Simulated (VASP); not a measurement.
# WC (Fm-3m) in VASP: further runs

WC is run at these levels: PBEsol, LDA, PBE+D3(BJ), revPBE+D3(BJ); tasks: single point.

Program: VASP 6.6.1. These are calculated values, not measurements. Logs are shortened: lines on timing, memory, paths and dates and some standing lists are left out, and cuts for length are marked.

## 1. The cell of the first run

It takes space group Fm-3m (No. 225, cubic). The conventional cell has a = 4.385 Å, b = 4.385 Å, c = 4.385 Å, α = 90.00°, β = 90.00°, γ = 90.00°. Within 2.9 Å of W (site symmetry m-3m) lie 6 C at 2.19 Å. C (site symmetry m-3m) has 6 W at 2.19 Å within 2.9 Å.

## 2. Single point, PBEsol

INCAR

```
SYSTEM = WC
ALGO     = Normal         ! electronic algorithm
EDIFF    = 1E-6           ! SCF threshold, eV
ENCUT    = 910            ! plane-wave cutoff, eV
GGA      = PS             ! functional
GGA_COMPAT= .FALSE.      
ISIF     = 2              ! what is computed and relaxed
ISMEAR   = -1             ! smearing method
LASPH    = .TRUE.         ! aspherical terms in the spheres
LCHARG   = .TRUE.         ! write CHGCAR
LELF     = .TRUE.         ! ELF
LREAL    = .FALSE.        ! projectors in reciprocal space
LVHAR    = .TRUE.       
LWAVE    = .FALSE.        ! write WAVECAR
NBANDS   = 16             ! bands
NELM     = 120            ! most SCF steps
PREC     = Accurate       ! precision mode
SIGMA    = 0.05           ! smearing width, eV
```

KPOINTS

```
k-points
0
G
  10 10 10
  0 0 0
```

POSCAR

```
WC
1.0
    0.0000000000      2.1926840000      2.1926840000
    2.1926840000      0.0000000000      2.1926840000
    2.1926840000      2.1926840000      0.0000000000
W C
1 1
Direct
    0.0000000000      0.0000000000      0.0000000000
    0.5000000000      0.5000000000      0.5000000000
```

Potentials or basis: VASP PAW PBE potentials, release 64 (W_sv, C_h).

Run with:

```sh
> cat potpaw_PBE.64/W_sv/POTCAR potpaw_PBE.64/C_h/POTCAR > POTCAR
> mpirun -np 1 vasp_std > vasp.out
```

OUTCAR:

```text
SYSTEM = WC
   EDIFF = 1E-6
   ENCUT = 910
   GGA = PS
   ISIF = 2
   ISMEAR = -1
   LASPH = .TRUE.
   LREAL = .FALSE.
   NELM = 120
   PREC = Accurate

 ion  position               nearest neighbor table
   1  0.000  0.000  0.000-   2 2.19   2 2.19   2 2.19   2 2.19   2 2.19   2 2.19
   2  0.500  0.500  0.500-   1 2.19   1 2.19   1 2.19   1 2.19   1 2.19   1 2.19

  LATTYP: Found a face centered cubic cell.
 ALAT       =     4.3853680000

  Lattice vectors:

 A1 = (   0.0000000000,   2.1926840000,   2.1926840000)
 A2 = (   2.1926840000,   0.0000000000,   2.1926840000)
 A3 = (   2.1926840000,   2.1926840000,   0.0000000000)

Analysis of symmetry for initial positions (statically):
=====================================================================
 Subroutine PRICEL returns:
 Original cell was already a primitive cell.

 Routine SETGRP: Setting up the symmetry group for a
 face centered cubic supercell.

 Subroutine GETGRP returns: Found 48 space group operations
 (whereof 48 operations were pure point group operations)
 out of a pool of 48 trial point group operations.

The static configuration has the point symmetry O_h .

Analysis of symmetry for dynamics (positions and initial velocities):
=====================================================================
 Subroutine PRICEL returns:
 Original cell was already a primitive cell.

 Routine SETGRP: Setting up the symmetry group for a
 face centered cubic supercell.

 Subroutine GETGRP returns: Found 48 space group operations
 (whereof 48 operations were pure point group operations)
 out of a pool of 48 trial point group operations.

The dynamic configuration has the point symmetry O_h .

 Subroutine INISYM returns: Found 48 space group operations
 (whereof 48 operations are pure point group operations),
 and found     1 'primitive' translations

----------------------------------------------------------------------------------------

                                     Primitive cell

  volume of cell :      21.0842

  direct lattice vectors                    reciprocal lattice vectors
     0.000000000  2.192684000  2.192684000    -0.228031034  0.228031034  0.228031034
     2.192684000  0.000000000  2.192684000     0.228031034 -0.228031034  0.228031034
     2.192684000  2.192684000  0.000000000     0.228031034  0.228031034 -0.228031034

  length of vectors
     3.100923451  3.100923451  3.100923451     0.394961337  0.394961337  0.394961337

  position of ions in fractional coordinates (direct lattice)
     0.000000000  0.000000000  0.000000000
     0.500000000  0.500000000  0.500000000

  ion indices of the primitive-cell ions
   primitive index   ion index
                 1           1
                 2           2

----------------------------------------------------------------------------------------

 KPOINTS: k-points

Automatic generation of k-mesh.
 Grid dimensions read from file:
 generate k-points for:   10   10   10

 Generating k-lattice:

  Cartesian coordinates                     Fractional coordinates (reciprocal lattice)
    -0.022803103  0.022803103  0.022803103     0.100000000  0.000000000  0.000000000
     0.022803103 -0.022803103  0.022803103     0.000000000  0.100000000  0.000000000
     0.022803103  0.022803103 -0.022803103     0.000000000  0.000000000  0.100000000

  Length of vectors
     0.039496134  0.039496134  0.039496134

  Shift w.r.t. Gamma in fractional coordinates (k-lattice)
     0.000000000  0.000000000  0.000000000

 Subroutine IBZKPT returns following result:
 ===========================================

 Found     47 irreducible k-points:

 Following reciprocal coordinates:
            Coordinates               Weight
  0.000000  0.000000  0.000000      1.000000
  0.100000  0.000000  0.000000      8.000000
  0.200000  0.000000  0.000000      8.000000
  0.300000  0.000000  0.000000      8.000000
  0.400000  0.000000  0.000000      8.000000
  0.500000  0.000000  0.000000      4.000000
[... 16 lines left out ...]
  0.300000  0.300000  0.000000      6.000000
  0.400000  0.300000  0.000000     24.000000
 [... further k-points ...]
   k-points           NKPTS =     47   k-points in BZ     NKDIM =     47   number of bands    NBANDS=     16
   number of dos      NEDOS =    301   number of ions     NIONS =      2
   total plane-waves  NPLWV =  32768
   dimension x,y,z NGX =    32 NGY =   32 NGZ =   32
   dimension x,y,z NGXF=    64 NGYF=   64 NGZF=   64
   ions per type =               1   1
   NGX,Y,Z   is equivalent  to a cutoff of  17.16, 17.16, 17.16 a.u.
   NGXF,Y,Z  is equivalent  to a cutoff of  34.31, 34.31, 34.31 a.u.
 SYSTEM =  WC
   PREC   = accura    normal or accurate (medium, high low for compatibility)
   ISTART =      0    job   : 0-new  1-cont  2-samecut
   ICHARG =      2    charge: 1-file 2-atom 10-const
   ISPIN  =      1    spin polarized calculation?
   LNONCOLLINEAR =      F non collinear calculations
   LSORBIT =      F    spin-orbit coupling
   LASPH  =      T    aspherical Exc in radial PAW
   ENCUT  =  910.0 eV  66.88 Ry    8.18 a.u.   7.63  7.63  7.63*2*pi/ulx,y,z
   NELM   =    120;   NELMIN=  2; NELMDL= -5     # of ELM steps
   EDIFF  = 0.1E-05   stopping-criterion for ELM
   LREAL  =      F    real-space projection
   EDIFFG = 0.1E-04   stopping-criterion for IOM
   NSW    =      0    number of steps for IOM
   IBRION =     -1    ionic relax: 0-MD 1-quasi-New 2-CG
   NFREE  =      0    steps in history (QN), initial steepest desc. (CG)
   ISIF   =      2    stress and relaxation
   ISYM   =      2    0-nonsym 1-usesym 2-fastsym
   POTIM  = 0.5000    time-step for ionic-motion
   TEBEG  =    0.0;   TEEND  =   0.0 temperature during run
   PSTRESS=    0.0 pullay stress
   NELECT =      18.0000    total number of electrons
   NUPDOWN=      -1.0000    fix difference up-down
   EMIN   =  10.00;   EMAX   =-10.00  energy-range for DOS
   EFERMI =   0.00;   METHOD = LEGACY
   ISMEAR =    -1;   SIGMA  =   0.05  broadening in eV -4-tet -1-fermi 0-gaus
   EFERMI_NEDOS =   21; number of points for ismear=-14 and -15
   IALGO  =     38    algorithm
   IMIX   =      4    mixing-type and parameters
     AMIX     =   0.40;   BMIX     =  1.00
     AMIX_MAG =   1.60;   BMIX_MAG =  1.00
  volume/ion in A,a.u.               =      10.54        71.14
  Fermi-wavevector in a.u.,A,eV,Ry     =   1.553029  2.934800 32.815887  2.411900
  Thomas-Fermi vector in A             =   2.657319
   LORBIT       =      0    0 simple, 1 ext, 2 COOP (PROOUT), +10 PAW based schemes
   GGA     = PS    functional components
   LHFCALC =     F    Hartree Fock is set to
   AEXX    =    0.0000 exact exchange contribution
   IVDW    =     0    specifies the selected vdW correction
   LEPSILON=     F    determine dielectric tensor
   LRPA    =     F    only Hartree local field effects (RPA)
 non-spin polarized calculation
  energy-cutoff  :      910.00
  volume of cell :       21.08
 maximum number of plane-waves:      1363
   NGX = 15   NGY = 15   NGZ = 15

 number of electron      18.0000000 magnetization

 Free energy of the ion-electron system (eV)
  ---------------------------------------------------
  ext. energy  EPLUGINS =         0.00000000
  ---------------------------------------------------
  free energy    TOTEN  =       -23.00654090 eV

  energy without entropy =      -23.00015058  energy(sigma->0) =      -23.00334574

 E-fermi :  12.6278     XC(G=0): -13.8799

 val. band max:       12.5249154910   @ k =   0.3000   0.2000   0.1000
 cond. band min:      12.6789070799   @ k =  -0.3000   0.3000   0.1000
 fundamental gap:      0.1539915888
 Fermi energy:        12.6278307321

 k-point     1 :       0.0000    0.0000    0.0000
  band No.  band energies     occupation
      1     -62.7897      2.00000
      2     -26.7864      2.00000
      3     -26.7864      2.00000
      4     -26.7864      2.00000
      5      -3.2025      2.00000
      6       9.8188      2.00000
[... 8 lines left out ...]
     15      22.2059      0.00000
     16      35.8066      0.00000

 k-point     2 :       0.1000    0.0000    0.0000
  band No.  band energies     occupation
      1     -62.7862      2.00000
      2     -26.8453      2.00000
      3     -26.7928      2.00000
      4     -26.7928      2.00000
      5      -2.9221      2.00000
      6       8.9150      2.00000
[... 8 lines left out ...]
     15      22.8543      0.00000
     16      33.1778      0.00000

 k-point     3 :       0.2000    0.0000    0.0000
  band No.  band energies     occupation
      1     -62.7769      2.00000
      2     -26.9965      2.00000
      3     -26.8092      2.00000
      4     -26.8092      2.00000
      5      -2.1295      2.00000
      6       7.2550      2.00000
[... 8 lines left out ...]
     15      24.2783      0.00000
     16      30.2680      0.00000

 k-point     4 :       0.3000    0.0000    0.0000
  band No.  band energies     occupation
      1     -62.7655      2.00000
      2     -27.1785      2.00000
      3     -26.8295      2.00000
      4     -26.8295      2.00000
      5      -0.9547      2.00000
      6       5.5085      2.00000
[... 8 lines left out ...]
     15      25.0793      0.00000
     16      28.0594      0.00000

 k-point     5 :       0.4000    0.0000    0.0000
  band No.  band energies     occupation
      1     -62.7562      2.00000
      2     -27.3219      2.00000
      3     -26.8458      2.00000
      4     -26.8458      2.00000
      5       0.4186      2.00000
      6       3.8657      2.00000
[... 8 lines left out ...]
     15      25.4843      0.00000
     16      25.4843      0.00000

 k-point     6 :       0.5000    0.0000    0.0000
  band No.  band energies     occupation
      1     -62.7527      2.00000
      2     -27.3758      2.00000
      3     -26.8520      2.00000
      4     -26.8520      2.00000
      5       1.4456      2.00000
      6       2.7668      2.00000
[... 8 lines left out ...]
     15      24.3289      0.00000
     16      24.3289      0.00000
[... 267 lines left out ...]
 k-point    21 :      -0.3000    0.2000    0.0000
  band No.  band energies     occupation
      1     -62.7526      2.00000
      2     -27.2341      2.00000
      3     -26.9982      2.00000
      4     -26.8527      2.00000
      5       0.2372      2.00000
      6       4.2539      2.00000
[... 8 lines left out ...]
     15      24.9824      0.00000
     16      25.6470      0.00000

 k-point    22 :      -0.2000    0.2000    0.0000
  band No.  band energies     occupation
      1     -62.7614      2.00000
      2     -27.1462      2.00000
      3     -26.9463      2.00000
      4     -26.8238      2.00000
      5      -0.7042      2.00000
      6       5.2716      2.00000
[... 8 lines left out ...]
     15      25.2964      0.00000
     16      25.9076      0.00000

 k-point    23 :       0.3000    0.3000    0.0000
  band No.  band energies     occupation
      1     -62.7573      2.00000
      2     -27.1435      2.00000
      3     -26.9244      2.00000
      4     -26.9244      2.00000
      5      -1.0563      2.00000
      6       5.3912      2.00000
[... 8 lines left out ...]
     15      25.0798      0.00000
     16      28.0376      0.00000

 k-point    24 :       0.4000    0.3000    0.0000
  band No.  band energies     occupation
      1     -62.7500      2.00000
      2     -27.2200      2.00000
      3     -26.9647      2.00000
      4     -26.9468      2.00000
      5      -0.7327      2.00000
      6       5.5151      2.00000
[... 8 lines left out ...]
     15      24.2940      0.00000
     16      27.9626      0.00000

 [... further k-points ...]
[... 5 lines left out ...]
  --------------------------------------------------------------------------------------
  -------------------------------------------------------------------------------------
  Total       -1.2364179     -1.2364179     -1.2364179      0.0000000      0.0000000      0.0000000
  in kB      -93.9545287    -93.9545287    -93.9545287      0.0000000      0.0000000      0.0000000
  external PRESSURE =     -93.9545287 kB  Pullay stress =       0.0000000 kB

 VOLUME and BASIS-vectors are now :
 -----------------------------------------------------------------------------
  energy-cutoff  :      910.00
  volume of cell :       21.08
      direct lattice vectors                 reciprocal lattice vectors
     0.000000000  2.192684000  2.192684000    -0.228031034  0.228031034  0.228031034
     2.192684000  0.000000000  2.192684000     0.228031034 -0.228031034  0.228031034
     2.192684000  2.192684000  0.000000000     0.228031034  0.228031034 -0.228031034

 POSITION                                       TOTAL-FORCE (eV/Angst)
 -----------------------------------------------------------------------------------
      0.00000      0.00000      0.00000        -0.000000      0.000000      0.000000
      2.19268      2.19268      2.19268         0.000000      0.000000     -0.000000
 -----------------------------------------------------------------------------------
    total drift:                                0.000000     -0.000000     -0.000000

  FREE ENERGIE OF THE ION-ELECTRON SYSTEM (eV)
  ---------------------------------------------------
  free  energy   TOTEN  =       -23.0065408956 eV

  energy  without entropy=      -23.0001505807  energy(sigma->0) =      -23.00334574
```

Wall time 25 s (1 thread of AMD EPYC 7R43 (Zen 3), shared host); peak memory 0.17 GiB.

Results:

```yaml
Free_energy: -23.0065 eV
Pressure: -9.4 GPa
Band_gap_on_the_k_mesh: zero (band 9 reaches 13.63 eV, above the bottom of band 10 at 10.44 eV)
```

Caveat: the cutoff is under 1.25 times the usual one of these potentials, so pressure, stress and relaxed cells hold a basis-set (Pulay) error; the PAW data sets were made with another functional, which shifts forces and pressure a little; spin-orbit coupling is left out, which moves the levels of the heavy elements.

## 3. Single point, LDA

INCAR

```
SYSTEM = WC
  ALGO = Normal
  EDIFF = 1E-6
  ENCUT = 910
  GGA_COMPAT = .False.
  ISIF = 2
  ISMEAR = -1
  LASPH = .True.
  LCHARG = .True.
  LELF = .True.
  LREAL = .False.
  LVHAR = .True.
  LWAVE = .False.
  NBANDS = 16
  NELM = 120
  PREC = Accurate
  SIGMA = 0.05
```

KPOINTS

```
k-points
0
Gamma
  10 10 10
  0 0 0
```

POSCAR is that of step 2.

Potentials or basis: VASP PAW LDA potentials, release 64 (W_sv, C_h).

Run with:

```sh
> cat potpaw_LDA.64/W_sv/POTCAR potpaw_LDA.64/C_h/POTCAR > POTCAR
> mpirun -np 1 vasp_std > vasp.out
```

Run time: 30 s. Hardware: 1 thread of Intel Xeon Platinum 8259CL at 2.50GHz (Skylake/Cascade Lake), shared host; peak memory 0.18 GiB.

Results (log left out):

- Free energy: -23.7990 eV
- Pressure: -14.2 GPa
- Band gap on the k mesh: zero (band 9 reaches 13.61 eV, above the bottom of band 10 at 10.45 eV)

Levels at points of the mesh, in eV from the Fermi level:
| k point | band 6 | band 7 | band 8 | band 9 | band 10 | band 11 | band 12 | band 13 |
| --- | --- | --- | --- | --- | --- | --- | --- | --- |
| (0.00, 0.00, 0.00) | -2.80 | -2.80 | -2.80 | -1.07 | -1.07 | -1.07 | -1.02 | -1.02 |
| (0.50, 0.00, 0.00) | -9.78 | -6.60 | -6.60 | 0.98 | 0.98 | 2.28 | 5.00 | 8.71 |
| (0.50, 0.50, 0.00) | -5.80 | -5.52 | -2.48 | -2.48 | 0.79 | 2.21 | 2.21 | 5.41 |

Caveat: the cutoff is under 1.25 times the usual one of these potentials, so pressure, stress and relaxed cells hold a basis-set (Pulay) error; spin-orbit coupling is left out, which moves the levels of the heavy elements.

## 4. Single point, PBE+D3(BJ)

This run uses another cell than the first one, of 10.29 Å³/atom, 0.976 times its volume.

INCAR

```
SYSTEM = WC
  PREC = Accurate
  ENCUT = 910
  EDIFF = 1E-6
  ISMEAR = -1
  SIGMA = 0.05
  LREAL = .FALSE.
  LASPH = .TRUE.
  NELM = 120
  ALGO = Normal
  ISIF = 2
  LWAVE = .FALSE.
  LCHARG = .FALSE.
  GGA = PE
  IVDW = 12
  NBANDS = 16
  GGA_COMPAT = .FALSE.
```

KPOINTS

```
Automatic mesh
0
G
  10 10 10
  0 0 0
```

POSCAR

```
WC
1.0
    0.0000000000      2.1752556356      2.1752556356
    2.1752556356      0.0000000000      2.1752556356
    2.1752556356      2.1752556356      0.0000000000
W C
1 1
Direct
    0.0000000000      0.0000000000      0.0000000000
    0.5000000000      0.5000000000      0.5000000000
```

Potentials or basis: VASP PAW PBE potentials, release 64 (W_sv, C_h).

Run with:

```sh
> cat potpaw_PBE.64/W_sv/POTCAR potpaw_PBE.64/C_h/POTCAR > POTCAR
> mpirun -np 1 vasp_std > vasp.out
```

Run time: 19 s. Hardware: 1 thread of AMD EPYC 9R45 (Zen 5), shared host; peak memory 0.17 GiB.

It converged, with:

```yaml
Free_energy: -22.4987 eV
Pressure: 0.9 GPa
Band_gap_on_the_k_mesh: zero (band 9 reaches 14.21 eV, above the bottom of band 10 at 10.91 eV)
Dispersion_energy_per_atom: -0.466 eV
```

Levels at points of the mesh, in eV from the Fermi level:
| k point | band 5 | band 6 | band 7 | band 8 | band 9 | band 10 | band 11 | band 12 | band 13 | band 14 |
| --- | --- | --- | --- | --- | --- | --- | --- | --- | --- | --- |
| (0.00, 0.00, 0.00) | -16.07 | -2.88 | -2.88 | -2.88 | -1.17 | -1.17 | -1.17 | -1.03 | -1.03 | 6.71 |
| (0.50, 0.00, 0.00) | -11.32 | -10.05 | -6.80 | -6.80 | 1.05 | 1.05 | 2.38 | 4.90 | 8.99 | 8.99 |
| (0.50, 0.50, 0.00) | -13.84 | -6.00 | -5.71 | -2.60 | -2.60 | 0.85 | 2.32 | 2.32 | 5.63 | 7.54 |

Caveat: the cutoff is under 1.25 times the usual one of these potentials, so pressure, stress and relaxed cells hold a basis-set (Pulay) error; spin-orbit coupling is left out, which moves the levels of the heavy elements; pairwise dispersion overbinds metals, which lowers pressure and volume.

(Part 1 of 2 ends here.)
